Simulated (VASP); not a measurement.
# CdTe (F-43m) in VASP: notebook

The runs below take CdTe through electric field gradients, with PBEsol.

Program: VASP 6.6.1. These are calculated values, not measurements. Logs are shortened: lines on timing, memory, paths and dates and some standing lists are left out, and cuts for length are marked.

### Step 1. The cell of the first run

It takes space group F-43m (No. 216, cubic). The conventional cell has a = 6.520 Å, b = 6.520 Å, c = 6.520 Å, α = 90.00°, β = 90.00°, γ = 90.00°. Cd (site symmetry -43m) has 4 Te at 2.82 Å within 3.7 Å. Within 3.7 Å of Te (site symmetry -43m) lie 4 Cd at 2.82 Å.

### Step 2. Electric field gradients, PBEsol (volume scaled by 0.98)

The input, INCAR:

```
SYSTEM = CdTe
  PREC = Accurate
  ENCUT = 520
  EDIFF = 1E-8
  ISMEAR = -1
  SIGMA = 0.01
  LREAL = .False.
  LASPH = .True.
  NELM = 100
  ALGO = Normal
  ISIF = 2
  LWAVE = .False.
  LCHARG = .False.
  GGA = PS
  LEFG = .True.
  NBANDS = 16
```

The input, KPOINTS:

```
Automatic mesh
0
Gamma
  7 7 7
  0 0 0
```

The input, POSCAR:

```
CdTe
1.0
    0.0000000000      3.2600852847      3.2600852847
    3.2600852847      0.0000000000      3.2600852847
    3.2600852847      3.2600852847      0.0000000000
Cd Te
1 1
Direct
    0.0000000000      0.0000000000      0.0000000000
    0.7500000000      0.7500000000      0.7500000000
```

Potentials or basis: VASP PAW PBE potentials, release 64 (Cd, Te).

Started as:

```sh
cat potpaw_PBE.64/Cd/POTCAR potpaw_PBE.64/Te/POTCAR > POTCAR
mpirun -np 1 vasp_std > vasp.out
```

OUTCAR:

```text
SYSTEM = CdTe
   PREC = Accurate
   ENCUT = 520
   EDIFF = 1E-8
   ISMEAR = -1
   LREAL = .False.
   LASPH = .True.
   NELM = 100
   ISIF = 2
   GGA = PS

 ion  position               nearest neighbor table
   1  0.000  0.000  0.000-   2 2.82   2 2.82   2 2.82   2 2.82
   2  0.750  0.750  0.750-   1 2.82   1 2.82   1 2.82   1 2.82

  LATTYP: Found a face centered cubic cell.
 ALAT       =     6.5201705694

  Lattice vectors:

 A1 = (   0.0000000000,   3.2600852847,   3.2600852847)
 A2 = (   3.2600852847,   0.0000000000,   3.2600852847)
 A3 = (   3.2600852847,   3.2600852847,   0.0000000000)

Analysis of symmetry for initial positions (statically):
=====================================================================
 Subroutine PRICEL returns:
 Original cell was already a primitive cell.

 Routine SETGRP: Setting up the symmetry group for a
 face centered cubic supercell.

 Subroutine GETGRP returns: Found 24 space group operations
 (whereof 24 operations were pure point group operations)
 out of a pool of 48 trial point group operations.

The static configuration has the point symmetry T_d .

Analysis of symmetry for dynamics (positions and initial velocities):
=====================================================================
 Subroutine PRICEL returns:
 Original cell was already a primitive cell.

 Routine SETGRP: Setting up the symmetry group for a
 face centered cubic supercell.

 Subroutine GETGRP returns: Found 24 space group operations
 (whereof 24 operations were pure point group operations)
 out of a pool of 48 trial point group operations.

The dynamic configuration has the point symmetry T_d .

 Subroutine INISYM returns: Found 24 space group operations
 (whereof 24 operations are pure point group operations),
 and found     1 'primitive' translations

----------------------------------------------------------------------------------------

                                     Primitive cell

  volume of cell :      69.2974

  direct lattice vectors                    reciprocal lattice vectors
     0.000000000  3.260085285  3.260085285    -0.153370221  0.153370221  0.153370221
     3.260085285  0.000000000  3.260085285     0.153370221 -0.153370221  0.153370221
     3.260085285  3.260085285  0.000000000     0.153370221  0.153370221 -0.153370221

  length of vectors
     4.610456824  4.610456824  4.610456824     0.265645015  0.265645015  0.265645015

  position of ions in fractional coordinates (direct lattice)
     0.000000000  0.000000000  0.000000000
     0.750000000  0.750000000  0.750000000

  ion indices of the primitive-cell ions
   primitive index   ion index
                 1           1
                 2           2

----------------------------------------------------------------------------------------

 KPOINTS: Automatic mesh

Automatic generation of k-mesh.
 Grid dimensions read from file:
 generate k-points for:    7    7    7

 Generating k-lattice:

  Cartesian coordinates                     Fractional coordinates (reciprocal lattice)
    -0.021910032  0.021910032  0.021910032     0.142857143  0.000000000  0.000000000
     0.021910032 -0.021910032  0.021910032     0.000000000  0.142857143  0.000000000
     0.021910032  0.021910032 -0.021910032     0.000000000  0.000000000  0.142857143

  Length of vectors
     0.037949288  0.037949288  0.037949288

  Shift w.r.t. Gamma in fractional coordinates (k-lattice)
     0.000000000  0.000000000  0.000000000

 Subroutine IBZKPT returns following result:
 ===========================================

 Found     20 irreducible k-points:

 Following reciprocal coordinates:
            Coordinates               Weight
  0.000000  0.000000  0.000000      1.000000
  0.142857  0.000000  0.000000      8.000000
  0.285714  0.000000  0.000000      8.000000
  0.428571  0.000000  0.000000      8.000000
  0.142857  0.142857  0.000000      6.000000
  0.285714  0.142857  0.000000     24.000000
[... 12 lines left out ...]
 -0.428571  0.428571  0.142857     24.000000
 -0.285714  0.428571  0.142857     24.000000
   k-points           NKPTS =     20   k-points in BZ     NKDIM =     20   number of bands    NBANDS=     16
   number of dos      NEDOS =    301   number of ions     NIONS =      2
   total plane-waves  NPLWV =  46656
   dimension x,y,z NGX =    36 NGY =   36 NGZ =   36
   dimension x,y,z NGXF=    72 NGYF=   72 NGZF=   72
   ions per type =               1   1
   NGX,Y,Z   is equivalent  to a cutoff of  12.98, 12.98, 12.98 a.u.
   NGXF,Y,Z  is equivalent  to a cutoff of  25.96, 25.96, 25.96 a.u.
 SYSTEM =  CdTe
   PREC   = accura    normal or accurate (medium, high low for compatibility)
   ISTART =      0    job   : 0-new  1-cont  2-samecut
   ICHARG =      2    charge: 1-file 2-atom 10-const
   ISPIN  =      1    spin polarized calculation?
   LNONCOLLINEAR =      F non collinear calculations
   LSORBIT =      F    spin-orbit coupling
   LASPH  =      T    aspherical Exc in radial PAW
   ENCUT  =  520.0 eV  38.22 Ry    6.18 a.u.   8.57  8.57  8.57*2*pi/ulx,y,z
   NELM   =    100;   NELMIN=  2; NELMDL= -5     # of ELM steps
   EDIFF  = 0.1E-07   stopping-criterion for ELM
   LREAL  =      F    real-space projection
   EDIFFG = 0.1E-06   stopping-criterion for IOM
   NSW    =      0    number of steps for IOM
   IBRION =     -1    ionic relax: 0-MD 1-quasi-New 2-CG
   NFREE  =      0    steps in history (QN), initial steepest desc. (CG)
   ISIF   =      2    stress and relaxation
   ISYM   =      2    0-nonsym 1-usesym 2-fastsym
   POTIM  = 0.5000    time-step for ionic-motion
   TEBEG  =    0.0;   TEEND  =   0.0 temperature during run
   PSTRESS=    0.0 pullay stress
   NELECT =      18.0000    total number of electrons
   NUPDOWN=      -1.0000    fix difference up-down
   EMIN   =  10.00;   EMAX   =-10.00  energy-range for DOS
   EFERMI =   0.00;   METHOD = LEGACY
   ISMEAR =    -1;   SIGMA  =   0.01  broadening in eV -4-tet -1-fermi 0-gaus
   EFERMI_NEDOS =   21; number of points for ismear=-14 and -15
   IALGO  =     38    algorithm
   IMIX   =      4    mixing-type and parameters
     AMIX     =   0.40;   BMIX     =  1.00
     AMIX_MAG =   1.60;   BMIX_MAG =  1.00
  volume/ion in A,a.u.               =      34.65       233.82
  Fermi-wavevector in a.u.,A,eV,Ry     =   1.044544  1.973902 14.844936  1.091072
  Thomas-Fermi vector in A             =   2.179301
   LORBIT       =      0    0 simple, 1 ext, 2 COOP (PROOUT), +10 PAW based schemes
   GGA     = PS    functional components
   LHFCALC =     F    Hartree Fock is set to
   AEXX    =    0.0000 exact exchange contribution
   IVDW    =     0    specifies the selected vdW correction
   LEPSILON=     F    determine dielectric tensor
   LRPA    =     F    only Hartree local field effects (RPA)
 non-spin polarized calculation
  energy-cutoff  :      520.00
  volume of cell :       69.30
 maximum number of plane-waves:      1880
 NGX is ok and might be reduce to    36
   NGX = 17   NGY = 17   NGZ = 17

 number of electron      18.0000001 magnetization

 Free energy of the ion-electron system (eV)
  ---------------------------------------------------
  ext. energy  EPLUGINS =         0.00000000
  ---------------------------------------------------
  free energy    TOTEN  =        -5.48710955 eV

  energy without entropy =       -5.48710955  energy(sigma->0) =       -5.48710955

 E-fermi :   2.3184     XC(G=0):  -8.7007

 val. band max:        2.0499498608   @ k =   0.0000   0.0000   0.0000
 cond. band min:       2.6582597937   @ k =   0.0000   0.0000   0.0000
 fundamental gap:      0.6083099329
 Fermi energy:         2.3184230221

 k-point     1 :       0.0000    0.0000    0.0000
  band No.  band energies     occupation
      1      -9.0599      2.00000
      2      -6.1453      2.00000
      3      -6.1453      2.00000
      4      -6.1453      2.00000
      5      -5.8936      2.00000
      6      -5.8936      2.00000
[... 8 lines left out ...]
     15      11.3619      0.00000
     16      11.3619      0.00000
[... 343 lines left out ...]
 k-point    20 :      -0.2857    0.4286    0.1429
  band No.  band energies     occupation
      1      -8.5619      2.00000
      2      -6.0353      2.00000
      3      -6.0211      2.00000
      4      -5.9241      2.00000
      5      -5.8901      2.00000
      6      -5.3752      2.00000
[... 8 lines left out ...]
     15      12.0956      0.00000
     16      13.8608      0.00000

------------------------ aborting loop because EDIFF is reached ----------------------------------------

  FORCE on cell =-STRESS in cart. coord.  units (eV):
  Direction    XX          YY          ZZ          XY          YZ          ZX
  --------------------------------------------------------------------------------------
  -------------------------------------------------------------------------------------
  Total       -0.1800365     -0.1800365     -0.1800365     -0.0000000      0.0000000     -0.0000000
  in kB       -4.1625007     -4.1625007     -4.1625007     -0.0000000      0.0000000     -0.0000000
  external PRESSURE =      -4.1625007 kB  Pullay stress =       0.0000000 kB

 VOLUME and BASIS-vectors are now :
 -----------------------------------------------------------------------------
  energy-cutoff  :      520.00
  volume of cell :       69.30
      direct lattice vectors                 reciprocal lattice vectors
     0.000000000  3.260085285  3.260085285    -0.153370221  0.153370221  0.153370221
     3.260085285  0.000000000  3.260085285     0.153370221 -0.153370221  0.153370221
     3.260085285  3.260085285  0.000000000     0.153370221  0.153370221 -0.153370221

 POSITION                                       TOTAL-FORCE (eV/Angst)
 -----------------------------------------------------------------------------------
      0.00000      0.00000      0.00000         0.000000      0.000000     -0.000000
      4.89013      4.89013      4.89013        -0.000000     -0.000000      0.000000
 -----------------------------------------------------------------------------------
    total drift:                                0.000000      0.000000      0.000000

  FREE ENERGIE OF THE ION-ELECTRON SYSTEM (eV)
  ---------------------------------------------------
  free  energy   TOTEN  =        -5.4871095522 eV

  energy  without entropy=       -5.4871095522  energy(sigma->0) =       -5.48710955

 Electric field gradients (V/A^2)
---------------------------------------------------------------------
 ion       V_xx      V_yy      V_zz      V_xy      V_xz      V_yz
---------------------------------------------------------------------
   1      -0.000    -0.000     0.000     0.002     0.002     0.002
   2       0.000    -0.000     0.000    -0.000    -0.000    -0.000
---------------------------------------------------------------------

 Electric field gradients after diagonalization (V/A^2)
 (convention: |V_zz| > |V_xx| > |V_yy|)
----------------------------------------------------------------------
 ion       V_xx      V_yy      V_zz     asymmetry (V_yy - V_xx)/ V_zz
----------------------------------------------------------------------
   1      -0.002    -0.002     0.004       0.000
   2       0.000     0.000    -0.000       0.000
----------------------------------------------------------------------

           NMR quadrupolar parameters

 Cq : quadrupolar parameter    Cq=e*Q*V_zz/h
 eta: asymmetry parameters     (V_yy - V_xx)/ V_zz
 Q  : nuclear electric quadrupole moment in mb (millibarn)
----------------------------------------------------------------------
 ion       Cq(MHz)       eta       Q (mb)
----------------------------------------------------------------------
   1       0.000       0.000       1.000
   2      -0.000       0.000       1.000
----------------------------------------------------------------------
```

It took 11 s on 1 thread of Intel Xeon 6975P-C (Granite Rapids), shared host; peak memory 0.21 GiB.

What came out:

- Free energy: -5.4871 eV
- Pressure: -0.4 GPa
- Band gap on the k mesh: 0.61 eV, direct

Caveat: without QUAD_EFG the Cq values of the log hold for a quadrupole moment of 1 mb, not for the nuclei; the PAW data sets were made with another functional, which shifts forces and pressure a little; spin-orbit coupling is left out, which moves the levels of the heavy elements.

### Step 3. Electric field gradients, PBEsol (volume scaled by 1.02)

The input, INCAR:

```
  PREC = Accurate
  ENCUT = 520
  EDIFF = 1E-8
  ISMEAR = -1
  SIGMA = 0.01
  LREAL = F
  LASPH = T
  NELM = 60
  ALGO = Normal
  ISIF = 2
  LWAVE = F
  LCHARG = F
  GGA = PS
  LEFG = T
  NBANDS = 16
```

The input, KPOINTS:

```
regular mesh
0
Gamma
  7 7 7
```

The input, POSCAR:

```
CdTe
1.0
    0.0000000000      3.3038500410      3.3038500410
    3.3038500410      0.0000000000      3.3038500410
    3.3038500410      3.3038500410      0.0000000000
Cd Te
1 1
Direct
    0.0000000000      0.0000000000      0.0000000000
    0.7500000000      0.7500000000      0.7500000000
```

Potentials or basis: VASP PAW PBE potentials, release 64 (Cd, Te).

Started as:

```sh
cat potpaw_PBE.64/Cd/POTCAR potpaw_PBE.64/Te/POTCAR > POTCAR
mpirun -np 1 vasp_std > vasp.out
```

OUTCAR:

```text
PREC = Accurate
   ENCUT = 520
   EDIFF = 1E-8
   ISMEAR = -1
   LREAL = F
   LASPH = T
   NELM = 60
   ISIF = 2
   GGA = PS

 ion  position               nearest neighbor table
   1  0.000  0.000  0.000-   2 2.86   2 2.86   2 2.86   2 2.86
   2  0.750  0.750  0.750-   1 2.86   1 2.86   1 2.86   1 2.86

  LATTYP: Found a face centered cubic cell.
 ALAT       =     6.6077000820

  Lattice vectors:

 A1 = (   0.0000000000,   3.3038500410,   3.3038500410)
 A2 = (   3.3038500410,   0.0000000000,   3.3038500410)
 A3 = (   3.3038500410,   3.3038500410,   0.0000000000)

Analysis of symmetry for initial positions (statically):
=====================================================================
 Subroutine PRICEL returns:
 Original cell was already a primitive cell.

 Routine SETGRP: Setting up the symmetry group for a
 face centered cubic supercell.

 Subroutine GETGRP returns: Found 24 space group operations
 (whereof 24 operations were pure point group operations)
 out of a pool of 48 trial point group operations.

The static configuration has the point symmetry T_d .

Analysis of symmetry for dynamics (positions and initial velocities):
=====================================================================
 Subroutine PRICEL returns:
 Original cell was already a primitive cell.

 Routine SETGRP: Setting up the symmetry group for a
 face centered cubic supercell.

 Subroutine GETGRP returns: Found 24 space group operations
 (whereof 24 operations were pure point group operations)
 out of a pool of 48 trial point group operations.
[... 151 lines left out ...]
  band No.  band energies     occupation
      1      -9.1913      2.00000
      2      -6.3664      2.00000
      3      -6.3664      2.00000
      4      -6.3664      2.00000
      5      -6.1425      2.00000
      6      -6.1425      2.00000
[... 357 lines left out ...]
      3      -6.2557      2.00000
      4      -6.1689      2.00000
      5      -6.1386      2.00000
      6      -5.6754      2.00000
[... 8 lines left out ...]
     15      11.6383      0.00000
     16      13.2977      0.00000

------------------------ aborting loop because EDIFF is reached ----------------------------------------

  FORCE on cell =-STRESS in cart. coord.  units (eV):
  Direction    XX          YY          ZZ          XY          YZ          ZX
  --------------------------------------------------------------------------------------
  -------------------------------------------------------------------------------------
  Total       -0.8294051     -0.8294051     -0.8294051     -0.0000000     -0.0000000      0.0000000
  in kB      -18.4241004    -18.4241004    -18.4241004     -0.0000000     -0.0000000      0.0000000
  external PRESSURE =     -18.4241004 kB  Pullay stress =       0.0000000 kB

 VOLUME and BASIS-vectors are now :
 -----------------------------------------------------------------------------
  energy-cutoff  :      520.00
  volume of cell :       72.13
      direct lattice vectors                 reciprocal lattice vectors
     0.000000000  3.303850041  3.303850041    -0.151338588  0.151338588  0.151338588
     3.303850041  0.000000000  3.303850041     0.151338588 -0.151338588  0.151338588
     3.303850041  3.303850041  0.000000000     0.151338588  0.151338588 -0.151338588

 POSITION                                       TOTAL-FORCE (eV/Angst)
 -----------------------------------------------------------------------------------
      0.00000      0.00000      0.00000        -0.000000     -0.000000      0.000000
      4.95578      4.95578      4.95578         0.000000      0.000000     -0.000000
 -----------------------------------------------------------------------------------
    total drift:                                0.000000      0.000000      0.000000

  FREE ENERGIE OF THE ION-ELECTRON SYSTEM (eV)
  ---------------------------------------------------
  free  energy   TOTEN  =        -5.4667501619 eV

  energy  without entropy=       -5.4667501619  energy(sigma->0) =       -5.46675016

 Electric field gradients (V/A^2)
---------------------------------------------------------------------
 ion       V_xx      V_yy      V_zz      V_xy      V_xz      V_yz
---------------------------------------------------------------------
   1       0.000     0.000     0.000     0.002     0.002     0.002
   2       0.000     0.000     0.000    -0.000    -0.000    -0.000
---------------------------------------------------------------------

 Electric field gradients after diagonalization (V/A^2)
 (convention: |V_zz| > |V_xx| > |V_yy|)
----------------------------------------------------------------------
 ion       V_xx      V_yy      V_zz     asymmetry (V_yy - V_xx)/ V_zz
----------------------------------------------------------------------
   1      -0.002    -0.002     0.004       0.000
   2       0.000     0.000    -0.000       0.000
----------------------------------------------------------------------

           NMR quadrupolar parameters

 Cq : quadrupolar parameter    Cq=e*Q*V_zz/h
 eta: asymmetry parameters     (V_yy - V_xx)/ V_zz
 Q  : nuclear electric quadrupole moment in mb (millibarn)
----------------------------------------------------------------------
 ion       Cq(MHz)       eta       Q (mb)
----------------------------------------------------------------------
   1       0.000       0.000       1.000
   2      -0.000       0.000       1.000
----------------------------------------------------------------------
```

Run time: 10 s. Hardware: 1 thread of Intel Xeon 6975P-C (Granite Rapids), shared host; peak memory 0.21 GiB.

Results:

```yaml
Free_energy: -5.4668 eV
Pressure: -1.8 GPa
Band_gap_on_the_k_mesh: 0.49 eV, direct
```

Caveat: without QUAD_EFG the Cq values of the log hold for a quadrupole moment of 1 mb, not for the nuclei; the PAW data sets were made with another functional, which shifts forces and pressure a little; spin-orbit coupling is left out, which moves the levels of the heavy elements.
